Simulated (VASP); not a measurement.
# TaN (rocksalt type) (Fm-3m) in VASP: further runs, part 2 of 2

VASP 6.6.1. The steps go on from the part before.

### Step 4. Single point, LDA (7.40 Å³/atom)

This run uses another cell than the first one, of 7.40 Å³/atom.

File INCAR:

```
SYSTEM = TaN
PREC = Accurate ; ENCUT = 520
EDIFF = 1E-6 ; ISMEAR = -1
SIGMA = 0.05 ; LREAL = .False.
LASPH = .True. ; NELM = 100
ALGO = Normal ; ISIF = 2
LWAVE = .False. ; LCHARG = .False.
NBANDS = 15
```

File KPOINTS:

```
Automatic mesh
0
Gamma
  15 15 15
  0 0 0
```

File POSCAR:

```
TaN
1.0
    0.0000000000      1.9485174129      1.9485174129
    1.9485174129      0.0000000000      1.9485174129
    1.9485174129      1.9485174129      0.0000000000
Ta N
1 1
Direct
    0.0000000000      0.0000000000      0.0000000000
    0.5000000000      0.5000000000      0.5000000000
```

Started as:

```console
$ cat potpaw_LDA.64/Ta_pv/POTCAR potpaw_LDA.64/N/POTCAR > POTCAR
$ mpirun -np 1 vasp_std > vasp.out
```

Wall time 12 s (1 thread of Intel Xeon Platinum 8488C (Sapphire Rapids), shared host); peak memory 0.14 GiB.

Results (log left out):

```
Free energy            : -20.6144 eV
Pressure               : 260.1 GPa
Band gap on the k mesh : zero (bands 8 and 9 overlap by 6.48 eV)
```

Levels at points of the mesh, in eV from the Fermi level:
| k point | band 5 | band 6 | band 7 | band 8 | band 9 | band 10 | band 11 | band 12 |
| --- | --- | --- | --- | --- | --- | --- | --- | --- |
| (0.00, 0.00, 0.00) | -4.73 | -4.73 | -4.73 | -3.40 | -3.40 | -3.40 | 0.10 | 0.10 |

Caveat: the cell stands under pressure; spin-orbit coupling is left out, which moves the levels of the heavy elements.

### Step 5. Single point, LDA (8.22 Å³/atom)

This run uses another cell than the first one, of 8.22 Å³/atom.

File INCAR:

```
PREC = Accurate
ENCUT = 520
EDIFF = 1E-6
ISMEAR = -1
SIGMA = 0.05
LREAL = F
LASPH = T
NELM = 60
ALGO = Normal
ISIF = 2
LWAVE = F
LCHARG = F
NBANDS = 15
```

File KPOINTS:

```
regular mesh
0
Gamma
  15 15 15
```

File POSCAR:

```
TaN
1.0
    0.0000000000      2.0181655479      2.0181655479
    2.0181655479      0.0000000000      2.0181655479
    2.0181655479      2.0181655479      0.0000000000
Ta N
1 1
Direct
    0.0000000000      0.0000000000      0.0000000000
    0.5000000000      0.5000000000      0.5000000000
```

Potentials or basis: VASP PAW LDA potentials, release 64 (Ta_pv, N).

Started as:

```console
$ cat potpaw_LDA.64/Ta_pv/POTCAR potpaw_LDA.64/N/POTCAR > POTCAR
$ mpirun -np 1 vasp_std > vasp.out
```

OUTCAR:

```text
PREC = Accurate
   ENCUT = 520
   EDIFF = 1E-6
   ISMEAR = -1
   LREAL = F
   LASPH = T
   NELM = 60
   ISIF = 2

 ion  position               nearest neighbor table
   1  0.000  0.000  0.000-   2 2.02   2 2.02   2 2.02   2 2.02   2 2.02   2 2.02
   2  0.500  0.500  0.500-   1 2.02   1 2.02   1 2.02   1 2.02   1 2.02   1 2.02

  LATTYP: Found a face centered cubic cell.
 ALAT       =     4.0363310958

  Lattice vectors:

 A1 = (   0.0000000000,   2.0181655479,   2.0181655479)
 A2 = (   2.0181655479,   0.0000000000,   2.0181655479)
 A3 = (   2.0181655479,   2.0181655479,   0.0000000000)

Analysis of symmetry for initial positions (statically):
=====================================================================
 Subroutine PRICEL returns:
 Original cell was already a primitive cell.

 Routine SETGRP: Setting up the symmetry group for a
 face centered cubic supercell.

 Subroutine GETGRP returns: Found 48 space group operations
 (whereof 48 operations were pure point group operations)
 out of a pool of 48 trial point group operations.

The static configuration has the point symmetry O_h .

Analysis of symmetry for dynamics (positions and initial velocities):
=====================================================================
 Subroutine PRICEL returns:
 Original cell was already a primitive cell.

 Routine SETGRP: Setting up the symmetry group for a
 face centered cubic supercell.

 Subroutine GETGRP returns: Found 48 space group operations
 (whereof 48 operations were pure point group operations)
 out of a pool of 48 trial point group operations.

The dynamic configuration has the point symmetry O_h .

 Subroutine INISYM returns: Found 48 space group operations
 (whereof 48 operations are pure point group operations),
 and found     1 'primitive' translations

----------------------------------------------------------------------------------------

                                     Primitive cell

  volume of cell :      16.4399

  direct lattice vectors                    reciprocal lattice vectors
     0.000000000  2.018165548  2.018165548    -0.247749745  0.247749745  0.247749745
[... 120 lines left out ...]
 maximum number of plane-waves:       459
 NGX is ok and might be reduce to    24
   NGX = 11   NGY = 11   NGZ = 11

 number of electron      16.0000001 magnetization

 Free energy of the ion-electron system (eV)
  ---------------------------------------------------
  ext. energy  EPLUGINS =         0.00000000
  ---------------------------------------------------
  free energy    TOTEN  =       -22.63073418 eV

  energy without entropy =      -22.62725491  energy(sigma->0) =      -22.62899454

 E-fermi :  12.5921     XC(G=0): -15.1074

 val. band max:       12.5893535139   @ k =   0.2667   0.0667   0.0000
 cond. band min:      12.6562031651   @ k =   0.0000   0.0000   0.0000
 fundamental gap:      0.0668496512
 Fermi energy:        12.5920783208

 k-point     1 :       0.0000    0.0000    0.0000
  band No.  band energies     occupation
      1     -22.4564      2.00000
      2     -22.4564      2.00000
      3     -22.4564      2.00000
      4      -8.1099      2.00000
      5       8.1202      2.00000
      6       8.1202      2.00000
      7       8.1202      2.00000
      8       9.6164      2.00000
      9       9.6164      2.00000
     10       9.6164      2.00000
     11      12.6562      0.43425
     12      12.6562      0.43425
     13      16.9532      0.00000
     14      22.1320      0.00000
[... 401 lines left out ...]
      2     -22.6337      2.00000
      3     -22.6101      2.00000
      4      -6.7271      2.00000
      5       3.8482      2.00000
      6       6.4772      2.00000
      7       6.7109      2.00000
      8       8.5653      2.00000
      9      12.5189      1.62419
     10      12.6665      0.36847
     11      13.9869      0.00000
     12      16.4252      0.00000
     13      20.2449      0.00000
     14      24.6055      0.00000
     15      25.7604      0.00000

 [... further k-points ...]

------------------------ aborting loop because EDIFF is reached ----------------------------------------

  FORCE on cell =-STRESS in cart. coord.  units (eV):
  Direction    XX          YY          ZZ          XY          YZ          ZX
  --------------------------------------------------------------------------------------
  -------------------------------------------------------------------------------------
  Total       14.5417521     14.5417521     14.5417521     -0.0000000      0.0000000     -0.0000000
  in kB     1417.1863418   1417.1863418   1417.1863418     -0.0000000      0.0000000     -0.0000000
  external PRESSURE =    1417.1863418 kB  Pullay stress =       0.0000000 kB

 VOLUME and BASIS-vectors are now :
 -----------------------------------------------------------------------------
  energy-cutoff  :      520.00
  volume of cell :       16.44
      direct lattice vectors                 reciprocal lattice vectors
     0.000000000  2.018165548  2.018165548    -0.247749745  0.247749745  0.247749745
     2.018165548  0.000000000  2.018165548     0.247749745 -0.247749745  0.247749745
     2.018165548  2.018165548  0.000000000     0.247749745  0.247749745 -0.247749745

 POSITION                                       TOTAL-FORCE (eV/Angst)
 -----------------------------------------------------------------------------------
      0.00000      0.00000      0.00000        -0.000000      0.000000      0.000000
      2.01817      2.01817      2.01817         0.000000     -0.000000     -0.000000
 -----------------------------------------------------------------------------------
    total drift:                                0.000000     -0.000000     -0.000000

  FREE ENERGIE OF THE ION-ELECTRON SYSTEM (eV)
  ---------------------------------------------------
  free  energy   TOTEN  =       -22.6307341823 eV

  energy  without entropy=      -22.6272549054  energy(sigma->0) =      -22.62899454
```

Wall time 12 s (1 thread of Intel Xeon Platinum 8488C (Sapphire Rapids), shared host); peak memory 0.15 GiB.

What came out:

* Free energy: -22.6307 eV
* Pressure: 141.7 GPa
* Band gap on the k mesh: zero (bands 8 and 9 overlap by 5.64 eV)

Levels at points of the mesh, in eV from the Fermi level:
```tsv
k point	band 6	band 7	band 8	band 9	band 10	band 11
(0.00, 0.00, 0.00)	-4.47	-4.47	-2.98	-2.98	-2.98	0.06
```

Caveat: the cell stands under pressure; spin-orbit coupling is left out, which moves the levels of the heavy elements.

### Step 6. Summary

| cell | gap on the mesh (eV) | pressure (GPa) |
| --- | --- | --- |
| a = 2.650 Å, angles 60.0°, 2 atoms | none | 452.7 |
| a = 2.756 Å, angles 60.0°, 2 atoms | none | 260.1 |
| a = 2.854 Å, angles 60.0°, 2 atoms | none | 141.7 |

Alike in all rows: task single point; level LDA; potentials or basis VASP PAW LDA potentials, release 64 (Ta_pv, N); no spin polarisation; k mesh 15 × 15 × 15; cutoff (eV) 520; smearing fermi-dirac 0.05 eV.

Caveats: the cell stands under pressure; spin-orbit coupling is left out, which moves the levels of the heavy elements.

Total energies depend on the potentials used, so only differences within one code and one set of settings carry meaning.
